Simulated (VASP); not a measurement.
# AlNi (Fm-3m) in VASP: single point with PBE

Aim: the single point of AlNi with PBE.

All numbers are computed with VASP 6.6.1; they aren't measurements. Logs are shortened: lines on timing, memory, paths and dates and some standing lists are left out, and cuts for length are marked.

## 1. The cell of the first run

Symmetry: Fm-3m, No. 225, cubic system. The conventional cell has a = 4.573 Å, b = 4.573 Å, c = 4.573 Å, α = 90.00°, β = 90.00°, γ = 90.00°. Within 3.0 Å of Al (site symmetry m-3m) lie 6 Ni at 2.29 Å. Ni (site symmetry m-3m) has 6 Al at 2.29 Å within 3.0 Å.

## 2. Single point, PBE

File INCAR:

```
PREC = Accurate
ENCUT = 520
EDIFF = 1E-6
ISMEAR = 0
SIGMA = 0.15
LREAL = False
LASPH = True
NELM = 60
ALGO = Normal
ISIF = 2
LWAVE = False
LCHARG = False
GGA = PE
NBANDS = 14
```

File KPOINTS:

```
regular mesh
0
Gamma
  18 18 18
```

File POSCAR:

```
AlNi
1.0
    3.0488682871      0.7622170718      0.7622170718
    0.7622170718      3.0488682871      0.7622170718
    0.7622170718      0.7622170718      3.0488682871
Al Ni
1 1
Direct
    0.0000000000      0.0000000000      0.0000000000
    0.5000000000      0.5000000000      0.5000000000
```

Potentials or basis: VASP PAW PBE potentials, release 64 (Al, Ni).

Command:

```
$ cat potpaw_PBE.64/Al/POTCAR potpaw_PBE.64/Ni/POTCAR > POTCAR
$ mpirun -np 1 vasp_std > vasp.out
```

OUTCAR:

```text
PREC = Accurate
   ENCUT = 520
   EDIFF = 1E-6
   ISMEAR = 0
   LREAL = False
   LASPH = True
   NELM = 60
   ISIF = 2
   GGA = PE

 ion  position               nearest neighbor table
   1  0.000  0.000  0.000-   2 2.29   2 2.29   2 2.29   2 2.29   2 2.29   2 2.29
   2  0.500  0.500  0.500-   1 2.29   1 2.29   1 2.29   1 2.29   1 2.29   1 2.29

  LATTYP: Found a face centered cubic cell.
 ALAT       =     4.5733024307

  Lattice vectors:

 A1 = (   3.0488682871,   0.7622170718,   0.7622170718)
 A2 = (   0.7622170718,   3.0488682871,   0.7622170718)
 A3 = (   0.7622170718,   0.7622170718,   3.0488682871)

Analysis of symmetry for initial positions (statically):
=====================================================================
 Subroutine PRICEL returns:
 Original cell was already a primitive cell.

 Routine SETGRP: Setting up the symmetry group for a
 face centered cubic supercell.

 Subroutine GETGRP returns: Found 48 space group operations
 (whereof 48 operations were pure point group operations)
 out of a pool of 48 trial point group operations.

The static configuration has the point symmetry O_h .

Analysis of symmetry for dynamics (positions and initial velocities):
=====================================================================
 Subroutine PRICEL returns:
 Original cell was already a primitive cell.

 Routine SETGRP: Setting up the symmetry group for a
 face centered cubic supercell.

 Subroutine GETGRP returns: Found 48 space group operations
 (whereof 48 operations were pure point group operations)
 out of a pool of 48 trial point group operations.

The dynamic configuration has the point symmetry O_h .

 Subroutine INISYM returns: Found 48 space group operations
 (whereof 48 operations are pure point group operations),
 and found     1 'primitive' translations

----------------------------------------------------------------------------------------

                                     Primitive cell

  volume of cell :      23.9128

  direct lattice vectors                    reciprocal lattice vectors
     3.048868287  0.762217072  0.762217072     0.364433949 -0.072886790 -0.072886790
     0.762217072  3.048868287  0.762217072    -0.072886790  0.364433949 -0.072886790
     0.762217072  0.762217072  3.048868287    -0.072886790 -0.072886790  0.364433949

  length of vectors
     3.233813161  3.233813161  3.233813161     0.378730870  0.378730870  0.378730870

  position of ions in fractional coordinates (direct lattice)
     0.000000000  0.000000000  0.000000000
     0.500000000  0.500000000  0.500000000

  ion indices of the primitive-cell ions
   primitive index   ion index
                 1           1
                 2           2

----------------------------------------------------------------------------------------

 KPOINTS: regular mesh

Automatic generation of k-mesh.
 Grid dimensions read from file:
 generate k-points for:   18   18   18

 Generating k-lattice:

  Cartesian coordinates                     Fractional coordinates (reciprocal lattice)
     0.020246331 -0.004049266 -0.004049266     0.055555556 -0.000000000 -0.000000000
    -0.004049266  0.020246331 -0.004049266    -0.000000000  0.055555556 -0.000000000
    -0.004049266 -0.004049266  0.020246331    -0.000000000 -0.000000000  0.055555556

  Length of vectors
     0.021040604  0.021040604  0.021040604

  Shift w.r.t. Gamma in fractional coordinates (k-lattice)
     0.000000000  0.000000000  0.000000000

 Subroutine IBZKPT returns following result:
 ===========================================

 Found    195 irreducible k-points:

 Following reciprocal coordinates:
            Coordinates               Weight
  0.000000  0.000000  0.000000      1.000000
  0.055556 -0.000000 -0.000000      8.000000
  0.111111 -0.000000 -0.000000      8.000000
  0.166667  0.000000 -0.000000      8.000000
  0.222222  0.000000  0.000000      8.000000
  0.277778 -0.000000 -0.000000      8.000000
[... 16 lines left out ...]
 -0.277778  0.055556  0.000000     24.000000
 -0.222222  0.055556  0.000000     24.000000
 [... further k-points ...]
   k-points           NKPTS =    195   k-points in BZ     NKDIM =    195   number of bands    NBANDS=     14
   number of dos      NEDOS =    301   number of ions     NIONS =      2
   total plane-waves  NPLWV =  13824
   dimension x,y,z NGX =    24 NGY =   24 NGZ =   24
   dimension x,y,z NGXF=    48 NGYF=   48 NGZF=   48
   ions per type =               1   1
   NGX,Y,Z   is equivalent  to a cutoff of  12.34, 12.34, 12.34 a.u.
   NGXF,Y,Z  is equivalent  to a cutoff of  24.68, 24.68, 24.68 a.u.
 SYSTEM =  unknown system
   PREC   = accura    normal or accurate (medium, high low for compatibility)
   ISTART =      0    job   : 0-new  1-cont  2-samecut
   ICHARG =      2    charge: 1-file 2-atom 10-const
   ISPIN  =      1    spin polarized calculation?
   LNONCOLLINEAR =      F non collinear calculations
   LSORBIT =      F    spin-orbit coupling
   LASPH  =      T    aspherical Exc in radial PAW
   ENCUT  =  520.0 eV  38.22 Ry    6.18 a.u.   6.01  6.01  6.01*2*pi/ulx,y,z
   NELM   =     60;   NELMIN=  2; NELMDL= -5     # of ELM steps
   EDIFF  = 0.1E-05   stopping-criterion for ELM
   LREAL  =      F    real-space projection
   EDIFFG = 0.1E-04   stopping-criterion for IOM
   NSW    =      0    number of steps for IOM
   IBRION =     -1    ionic relax: 0-MD 1-quasi-New 2-CG
   NFREE  =      0    steps in history (QN), initial steepest desc. (CG)
   ISIF   =      2    stress and relaxation
   ISYM   =      2    0-nonsym 1-usesym 2-fastsym
   POTIM  = 0.5000    time-step for ionic-motion
   TEBEG  =    0.0;   TEEND  =   0.0 temperature during run
   PSTRESS=    0.0 pullay stress
   NELECT =      13.0000    total number of electrons
   NUPDOWN=      -1.0000    fix difference up-down
   EMIN   =  10.00;   EMAX   =-10.00  energy-range for DOS
   EFERMI =   0.00;   METHOD = LEGACY
   ISMEAR =     0;   SIGMA  =   0.15  broadening in eV -4-tet -1-fermi 0-gaus
   EFERMI_NEDOS =   21; number of points for ismear=-14 and -15
   IALGO  =     38    algorithm
   IMIX   =      4    mixing-type and parameters
     AMIX     =   0.40;   BMIX     =  1.00
     AMIX_MAG =   1.60;   BMIX_MAG =  1.00
  volume/ion in A,a.u.               =      11.96        80.69
  Fermi-wavevector in a.u.,A,eV,Ry     =   1.336122  2.524904 24.289410  1.785221
  Thomas-Fermi vector in A             =   2.464773
   LORBIT       =      0    0 simple, 1 ext, 2 COOP (PROOUT), +10 PAW based schemes
   GGA     = PE    functional components
   LHFCALC =     F    Hartree Fock is set to
   AEXX    =    0.0000 exact exchange contribution
   IVDW    =     0    specifies the selected vdW correction
   LEPSILON=     F    determine dielectric tensor
   LRPA    =     F    only Hartree local field effects (RPA)
 non-spin polarized calculation
 Gauss-broadening in eV      SIGMA  =   0.15
  energy-cutoff  :      520.00
  volume of cell :       23.91
 maximum number of plane-waves:       657
   NGX = 13   NGY = 13   NGZ = 13

 number of electron      12.9999989 magnetization

 Free energy of the ion-electron system (eV)
  ---------------------------------------------------
  ext. energy  EPLUGINS =         0.00000000
  ---------------------------------------------------
  free energy    TOTEN  =        -8.92968625 eV

  energy without entropy =       -8.92297943  energy(sigma->0) =       -8.92633284

 E-fermi :  10.0601     XC(G=0): -11.9704

 val. band max:       10.0587805544   @ k =  -0.3333   0.1111   0.0000
 cond. band min:      10.0646194107   @ k =  -0.3333   0.4444   0.2222
 fundamental gap:      0.0058388563
 Fermi energy:        10.0601408110

 k-point     1 :       0.0000    0.0000    0.0000
  band No.  band energies     occupation
      1      -1.0334      2.00000
      2       7.3592      2.00000
      3       7.3592      2.00000
      4       7.3592      2.00000
      5       7.4861      2.00000
      6       7.4861      2.00000
      7      17.9038      0.00000
      8      17.9038      0.00000
      9      17.9038      0.00000
     10      21.3452      0.00000
     11      21.3452      0.00000
     12      21.3452      0.00000
     13      22.0424      0.00000
     14      26.4196      0.00000

 k-point     2 :       0.0556   -0.0000   -0.0000
  band No.  band energies     occupation
      1      -0.9654      2.00000
      2       7.3323      2.00000
      3       7.3716      2.00000
      4       7.3716      2.00000
      5       7.4793      2.00000
      6       7.4793      2.00000
      7      17.3400      0.00000
      8      17.8563      0.00000
      9      17.8563      0.00000
     10      20.8848      0.00000
     11      21.4814      0.00000
     12      21.4814      0.00000
     13      23.0224      0.00000
     14      25.4015      0.00000

 k-point     3 :       0.1111   -0.0000   -0.0000
  band No.  band energies     occupation
      1      -0.7620      2.00000
      2       7.2516      2.00000
      3       7.3694      2.00000
      4       7.3694      2.00000
      5       7.4987      2.00000
      6       7.4987      2.00000
      7      16.0547      0.00000
      8      17.7372      0.00000
      9      17.7372      0.00000
     10      20.5878      0.00000
     11      21.8337      0.00000
     12      21.8337      0.00000
     13      24.2411      0.00000
     14      24.2414      0.00000
[... 324 lines left out ...]
 k-point    23 :      -0.2778    0.0556    0.0000
  band No.  band energies     occupation
      1       0.9083      2.00000
      2       6.5201      2.00000
      3       7.0914      2.00000
      4       7.0992      2.00000
      5       7.8679      2.00000
      6       7.9818      2.00000
      7      11.3392      0.00000
      8      16.1015      0.00000
      9      18.2401      0.00000
     10      19.8182      0.00000
     11      20.0738      0.00000
     12      21.2546      0.00000
     13      24.2087      0.00000
     14      25.1100      0.00000

 k-point    24 :      -0.2222    0.0556    0.0000
  band No.  band energies     occupation
      1       0.2816      2.00000
      2       6.8317      2.00000
      3       7.1810      2.00000
      4       7.1881      2.00000
      5       7.7187      2.00000
      6       7.8333      2.00000
      7      12.6407      0.00000
      8      16.2217      0.00000
      9      18.3630      0.00000
     10      20.3880      0.00000
     11      20.5658      0.00000
     12      21.6953      0.00000
     13      23.2440      0.00000
     14      24.8048      0.00000

 [... further k-points ...]
[... 5 lines left out ...]
  --------------------------------------------------------------------------------------
  -------------------------------------------------------------------------------------
  Total        4.3540170      4.3540170      4.3540170      0.0000000      0.0000000      0.0000000
  in kB      291.7231693    291.7231693    291.7231693      0.0000000      0.0000000      0.0000000
  external PRESSURE =     291.7231693 kB  Pullay stress =       0.0000000 kB

 VOLUME and BASIS-vectors are now :
 -----------------------------------------------------------------------------
  energy-cutoff  :      520.00
  volume of cell :       23.91
      direct lattice vectors                 reciprocal lattice vectors
     3.048868287  0.762217072  0.762217072     0.364433949 -0.072886790 -0.072886790
     0.762217072  3.048868287  0.762217072    -0.072886790  0.364433949 -0.072886790
     0.762217072  0.762217072  3.048868287    -0.072886790 -0.072886790  0.364433949

 POSITION                                       TOTAL-FORCE (eV/Angst)
 -----------------------------------------------------------------------------------
      0.00000      0.00000      0.00000        -0.000000      0.000000     -0.000000
      2.28665      2.28665      2.28665         0.000000     -0.000000      0.000000
 -----------------------------------------------------------------------------------
    total drift:                                0.000000      0.000000     -0.000000

  FREE ENERGIE OF THE ION-ELECTRON SYSTEM (eV)
  ---------------------------------------------------
  free  energy   TOTEN  =        -8.9296862467 eV

  energy  without entropy=       -8.9229794268  energy(sigma->0) =       -8.92633284
```

Wall time 36 s (1 thread of Intel Xeon Platinum 8259CL at 2.50GHz (Skylake/Cascade Lake), shared host); peak memory 0.19 GiB.

Results:

```yaml
Free_energy: -8.9297 eV
Pressure: 29.2 GPa
```
